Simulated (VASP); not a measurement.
# BAs (F-43m) in VASP: notebook

The runs below take BAs through electric field gradients, with r2SCAN, LDA.

Program: VASP 6.6.1. These are calculated values, not measurements. Logs are shortened: lines on timing, memory, paths and dates and some standing lists are left out, and cuts for length are marked.

## 1. The cell of the first run

The structure is cubic, space group F-43m (No. 216). Conventional cell: a = 4.738 Å, b = 4.738 Å, c = 4.738 Å, α = 90.00°, β = 90.00°, γ = 90.00°. B (site symmetry -43m) has 4 As at 2.05 Å within 2.7 Å. As (site symmetry -43m) has 4 B at 2.05 Å within 2.7 Å.

## 2. Electric field gradients, r2SCAN

POSCAR

```
BAs
1.0
    0.0000000000      2.3687779730      2.3687779730
    2.3687779730      0.0000000000      2.3687779730
    2.3687779730      2.3687779730      0.0000000000
B As
1 1
Direct
    0.7500000000      0.7500000000      0.7500000000
    0.0000000000      0.0000000000      0.0000000000
```

INCAR.step1

```
SYSTEM = BAs
ALGO     = Normal         ! electronic algorithm
EDIFF    = 1E-4           ! SCF threshold, eV
ENCUT    = 520            ! plane-wave cutoff, eV
GGA      = PE             ! functional
ISMEAR   = -1             ! smearing method
LASPH    = .TRUE.         ! aspherical terms in the spheres
LCHARG   = .FALSE.        ! write CHGCAR
LREAL    = .FALSE.        ! projectors in reciprocal space
LWAVE    = .TRUE.         ! write WAVECAR
NBANDS   = 11             ! bands
NELM     = 100            ! most SCF steps
PREC     = Accurate       ! precision mode
SIGMA    = 0.01           ! smearing width, eV
```

INCAR.step2

```
SYSTEM = BAs
ALGO     = Normal         ! electronic algorithm
EDIFF    = 1E-8           ! SCF threshold, eV
ENCUT    = 520            ! plane-wave cutoff, eV
ISIF     = 2              ! what is computed and relaxed
ISMEAR   = -1             ! smearing method
ISTART   = 1            
LASPH    = .TRUE.         ! aspherical terms in the spheres
LCHARG   = .FALSE.        ! write CHGCAR
LEFG     = .TRUE.       
LMIXTAU  = .TRUE.       
LREAL    = .FALSE.        ! projectors in reciprocal space
LWAVE    = .FALSE.        ! write WAVECAR
METAGGA  = R2SCAN         ! meta-GGA
NBANDS   = 11             ! bands
NELM     = 100            ! most SCF steps
PREC     = Accurate       ! precision mode
SIGMA    = 0.01           ! smearing width, eV
```

KPOINTS

```
k-points
0
G
  11 11 11
  0 0 0
```

Potentials or basis: VASP PAW PBE potentials, release 64 (B, As).

The run is started by

```
> cat potpaw_PBE.64/B/POTCAR potpaw_PBE.64/As/POTCAR > POTCAR
> cp INCAR.step1 INCAR
> mpirun -np 1 vasp_std > vasp.out
> cp INCAR.step2 INCAR
> mpirun -np 1 vasp_std > vasp.out
```

OUTCAR:

```text
SYSTEM = BAs
   EDIFF = 1E-8
   ENCUT = 520
   ISIF = 2
   ISMEAR = -1
   ISTART = 1
   LASPH = .TRUE.
   LREAL = .FALSE.
   METAGGA = R2SCAN
   NELM = 100
   PREC = Accurate

 ion  position               nearest neighbor table
   1  0.750  0.750  0.750-   2 2.05   2 2.05   2 2.05   2 2.05
   2  0.000  0.000  0.000-   1 2.05   1 2.05   1 2.05   1 2.05

  LATTYP: Found a face centered cubic cell.
 ALAT       =     4.7375559460

  Lattice vectors:

 A1 = (   0.0000000000,   2.3687779730,   2.3687779730)
 A2 = (   2.3687779730,   0.0000000000,   2.3687779730)
 A3 = (   2.3687779730,   2.3687779730,   0.0000000000)

Analysis of symmetry for initial positions (statically):
=====================================================================
 Subroutine PRICEL returns:
 Original cell was already a primitive cell.

 Routine SETGRP: Setting up the symmetry group for a
 face centered cubic supercell.

 Subroutine GETGRP returns: Found 24 space group operations
 (whereof 24 operations were pure point group operations)
 out of a pool of 48 trial point group operations.

The static configuration has the point symmetry T_d .

Analysis of symmetry for dynamics (positions and initial velocities):
=====================================================================
 Subroutine PRICEL returns:
 Original cell was already a primitive cell.

 Routine SETGRP: Setting up the symmetry group for a
 face centered cubic supercell.

 Subroutine GETGRP returns: Found 24 space group operations
 (whereof 24 operations were pure point group operations)
 out of a pool of 48 trial point group operations.

The dynamic configuration has the point symmetry T_d .

 Subroutine INISYM returns: Found 24 space group operations
 (whereof 24 operations are pure point group operations),
 and found     1 'primitive' translations

----------------------------------------------------------------------------------------

                                     Primitive cell

  volume of cell :      26.5829

  direct lattice vectors                    reciprocal lattice vectors
     0.000000000  2.368777973  2.368777973    -0.211079302  0.211079302  0.211079302
     2.368777973  0.000000000  2.368777973     0.211079302 -0.211079302  0.211079302
     2.368777973  2.368777973  0.000000000     0.211079302  0.211079302 -0.211079302

  length of vectors
     3.349957936  3.349957936  3.349957936     0.365600075  0.365600075  0.365600075

  position of ions in fractional coordinates (direct lattice)
     0.750000000  0.750000000  0.750000000
     0.000000000  0.000000000  0.000000000

  ion indices of the primitive-cell ions
   primitive index   ion index
                 1           1
                 2           2

----------------------------------------------------------------------------------------

 KPOINTS: k-points

Automatic generation of k-mesh.
 Grid dimensions read from file:
 generate k-points for:   11   11   11

 Generating k-lattice:

  Cartesian coordinates                     Fractional coordinates (reciprocal lattice)
    -0.019189027  0.019189027  0.019189027     0.090909091  0.000000000  0.000000000
     0.019189027 -0.019189027  0.019189027     0.000000000  0.090909091  0.000000000
     0.019189027  0.019189027 -0.019189027     0.000000000  0.000000000  0.090909091

  Length of vectors
     0.033236370  0.033236370  0.033236370

  Shift w.r.t. Gamma in fractional coordinates (k-lattice)
     0.000000000  0.000000000  0.000000000

 Subroutine IBZKPT returns following result:
 ===========================================

 Found     56 irreducible k-points:

 Following reciprocal coordinates:
            Coordinates               Weight
  0.000000  0.000000  0.000000      1.000000
  0.090909  0.000000  0.000000      8.000000
  0.181818  0.000000  0.000000      8.000000
  0.272727  0.000000  0.000000      8.000000
  0.363636  0.000000  0.000000      8.000000
  0.454545  0.000000  0.000000      8.000000
[... 16 lines left out ...]
 -0.272727  0.181818  0.000000     24.000000
 -0.181818  0.181818  0.000000     12.000000
 [... further k-points ...]
   k-points           NKPTS =     56   k-points in BZ     NKDIM =     56   number of bands    NBANDS=     11
   number of dos      NEDOS =    301   number of ions     NIONS =      2
   total plane-waves  NPLWV =  21952
   dimension x,y,z NGX =    28 NGY =   28 NGZ =   28
   dimension x,y,z NGXF=    56 NGYF=   56 NGZF=   56
   ions per type =               1   1
   NGX,Y,Z   is equivalent  to a cutoff of  13.90, 13.90, 13.90 a.u.
   NGXF,Y,Z  is equivalent  to a cutoff of  27.79, 27.79, 27.79 a.u.
 SYSTEM =  BAs
   PREC   = accura    normal or accurate (medium, high low for compatibility)
   ISTART =      1    job   : 0-new  1-cont  2-samecut
   ICHARG =      0    charge: 1-file 2-atom 10-const
   ISPIN  =      1    spin polarized calculation?
   LNONCOLLINEAR =      F non collinear calculations
   LSORBIT =      F    spin-orbit coupling
   LASPH  =      T    aspherical Exc in radial PAW
   ENCUT  =  520.0 eV  38.22 Ry    6.18 a.u.   6.23  6.23  6.23*2*pi/ulx,y,z
   NELM   =    100;   NELMIN=  2; NELMDL=  0     # of ELM steps
   EDIFF  = 0.1E-07   stopping-criterion for ELM
   LREAL  =      F    real-space projection
   EDIFFG = 0.1E-06   stopping-criterion for IOM
   NSW    =      0    number of steps for IOM
   IBRION =     -1    ionic relax: 0-MD 1-quasi-New 2-CG
   NFREE  =      0    steps in history (QN), initial steepest desc. (CG)
   ISIF   =      2    stress and relaxation
   ISYM   =      2    0-nonsym 1-usesym 2-fastsym
   POTIM  = 0.5000    time-step for ionic-motion
   TEBEG  =    0.0;   TEEND  =   0.0 temperature during run
   PSTRESS=    0.0 pullay stress
   NELECT =       8.0000    total number of electrons
   NUPDOWN=      -1.0000    fix difference up-down
   EMIN   =  10.00;   EMAX   =-10.00  energy-range for DOS
   EFERMI =   0.00;   METHOD = LEGACY
   ISMEAR =    -1;   SIGMA  =   0.01  broadening in eV -4-tet -1-fermi 0-gaus
   EFERMI_NEDOS =   21; number of points for ismear=-14 and -15
   IALGO  =     38    algorithm
   IMIX   =      4    mixing-type and parameters
     AMIX     =   0.40;   BMIX     =  1.00
     AMIX_MAG =   1.60;   BMIX_MAG =  1.00
  volume/ion in A,a.u.               =      13.29        89.70
  Fermi-wavevector in a.u.,A,eV,Ry     =   1.097077  2.073175 16.375674  1.203578
  Thomas-Fermi vector in A             =   2.233431
   LORBIT       =      0    0 simple, 1 ext, 2 COOP (PROOUT), +10 PAW based schemes
   METAGGA = R2SCAN    functional components
   LHFCALC =     F    Hartree Fock is set to
   AEXX    =    0.0000 exact exchange contribution
   IVDW    =     0    specifies the selected vdW correction
   LEPSILON=     F    determine dielectric tensor
   LRPA    =     F    only Hartree local field effects (RPA)
 non-spin polarized calculation
  energy-cutoff  :      520.00
  volume of cell :       26.58
 maximum number of plane-waves:       730
 NGX is ok and might be reduce to    28
   NGX = 13   NGY = 13   NGZ = 13

 number of electron       8.0000000 magnetization

 Free energy of the ion-electron system (eV)
  ---------------------------------------------------
  ext. energy  EPLUGINS =         0.00000000
  ---------------------------------------------------
  free energy    TOTEN  =       -22.24424726 eV

  energy without entropy =      -22.24424726  energy(sigma->0) =      -22.24424726

 E-fermi :   6.5683     XC(G=0): -11.2465

 val. band max:        6.3048686539   @ k =   0.0000   0.0000   0.0000
 cond. band min:       7.6768865570   @ k =   0.3636   0.3636   0.0000
 fundamental gap:      1.3720179031
 Fermi energy:         6.5683420873

 k-point     1 :       0.0000    0.0000    0.0000
  band No.  band energies     occupation
      1     -10.0927      2.00000
      2       6.3049      2.00000
      3       6.3049      2.00000
      4       6.3049      2.00000
      5       9.7788      0.00000
      6       9.7788      0.00000
      7       9.7788      0.00000
      8      11.7926      0.00000
      9      16.8221      0.00000
     10      19.8437      0.00000
     11      19.8437      0.00000

 k-point     2 :       0.0909    0.0000    0.0000
  band No.  band energies     occupation
      1      -9.9468      2.00000
      2       5.0282      2.00000
      3       6.0242      2.00000
      4       6.0242      2.00000
      5      10.0503      0.00000
      6      10.1478      0.00000
      7      10.1478      0.00000
      8      12.4838      0.00000
      9      17.3873      0.00000
     10      18.9082      0.00000
     11      18.9082      0.00000

 k-point     3 :       0.1818    0.0000    0.0000
  band No.  band energies     occupation
      1      -9.5147      2.00000
      2       2.7573      2.00000
      3       5.4615      2.00000
      4       5.4615      2.00000
      5       9.9758      0.00000
      6      10.8644      0.00000
      7      10.8644      0.00000
      8      13.9891      0.00000
      9      18.1115      0.00000
     10      18.1115      0.00000
     11      18.4051      0.00000
[... 267 lines left out ...]
 k-point    23 :      -0.2727    0.1818    0.0000
  band No.  band energies     occupation
      1      -7.7622      2.00000
      2      -0.6579      2.00000
      3       1.7430      2.00000
      4       4.4994      2.00000
      5      10.4234      0.00000
      6      12.2140      0.00000
      7      12.8005      0.00000
      8      14.7774      0.00000
      9      17.2068      0.00000
     10      19.6991      0.00000
     11      22.4717      0.00000

 k-point    24 :      -0.1818    0.1818    0.0000
  band No.  band energies     occupation
      1      -8.5827      2.00000
      2       0.9970      2.00000
      3       2.3662      2.00000
      4       5.1405      2.00000
      5      10.7305      0.00000
      6      11.4362      0.00000
      7      12.4508      0.00000
      8      13.9737      0.00000
      9      16.6652      0.00000
     10      19.7010      0.00000
     11      21.0602      0.00000

 [... further k-points ...]
[... 5 lines left out ...]
  --------------------------------------------------------------------------------------
  -------------------------------------------------------------------------------------
  Total        0.7764975      0.7764975      0.7764975      0.0000000      0.0000000      0.0000000
  in kB       46.8001871     46.8001871     46.8001871      0.0000000      0.0000000      0.0000000
  external PRESSURE =      46.8001871 kB  Pullay stress =       0.0000000 kB

 VOLUME and BASIS-vectors are now :
 -----------------------------------------------------------------------------
  energy-cutoff  :      520.00
  volume of cell :       26.58
      direct lattice vectors                 reciprocal lattice vectors
     0.000000000  2.368777973  2.368777973    -0.211079302  0.211079302  0.211079302
     2.368777973  0.000000000  2.368777973     0.211079302 -0.211079302  0.211079302
     2.368777973  2.368777973  0.000000000     0.211079302  0.211079302 -0.211079302

 POSITION                                       TOTAL-FORCE (eV/Angst)
 -----------------------------------------------------------------------------------
      3.55317      3.55317      3.55317         0.000000     -0.000000     -0.000000
      0.00000      0.00000      0.00000        -0.000000      0.000000      0.000000
 -----------------------------------------------------------------------------------
    total drift:                               -0.000000     -0.000000     -0.000000

  FREE ENERGIE OF THE ION-ELECTRON SYSTEM (eV)
  ---------------------------------------------------
  free  energy   TOTEN  =       -22.2442472623 eV

  energy  without entropy=      -22.2442472623  energy(sigma->0) =      -22.24424726

 Electric field gradients (V/A^2)
---------------------------------------------------------------------
 ion       V_xx      V_yy      V_zz      V_xy      V_xz      V_yz
---------------------------------------------------------------------
   1      -0.000    -0.000    -0.000    -0.000    -0.000    -0.000
   2      -0.000     0.000     0.000     0.000     0.000     0.000
---------------------------------------------------------------------

 Electric field gradients after diagonalization (V/A^2)
 (convention: |V_zz| > |V_xx| > |V_yy|)
----------------------------------------------------------------------
 ion       V_xx      V_yy      V_zz     asymmetry (V_yy - V_xx)/ V_zz
----------------------------------------------------------------------
   1       0.000     0.000    -0.000       0.000
   2      -0.000    -0.000     0.000       0.000
----------------------------------------------------------------------

           NMR quadrupolar parameters

 Cq : quadrupolar parameter    Cq=e*Q*V_zz/h
 eta: asymmetry parameters     (V_yy - V_xx)/ V_zz
 Q  : nuclear electric quadrupole moment in mb (millibarn)
----------------------------------------------------------------------
 ion       Cq(MHz)       eta       Q (mb)
----------------------------------------------------------------------
   1      -0.000       0.000       1.000
   2       0.000       0.000       1.000
----------------------------------------------------------------------
```

Run time: 3.2 min. Hardware: 1 thread of Intel Xeon 8259CL, shared host; peak memory 0.17 GiB.

Results:

```yaml
Free_energy: -22.2442 eV
Pressure: 4.7 GPa
Band_gap_on_the_k_mesh: 1.37 eV, indirect (least direct gap 3.47 eV)
```

Caveat: without QUAD_EFG the Cq values of the log hold for a quadrupole moment of 1 mb, not for the nuclei; the PAW data sets were made with another functional, which shifts forces and pressure a little. A k mesh can miss the band edges.

(Part 1 of 2 ends here.)
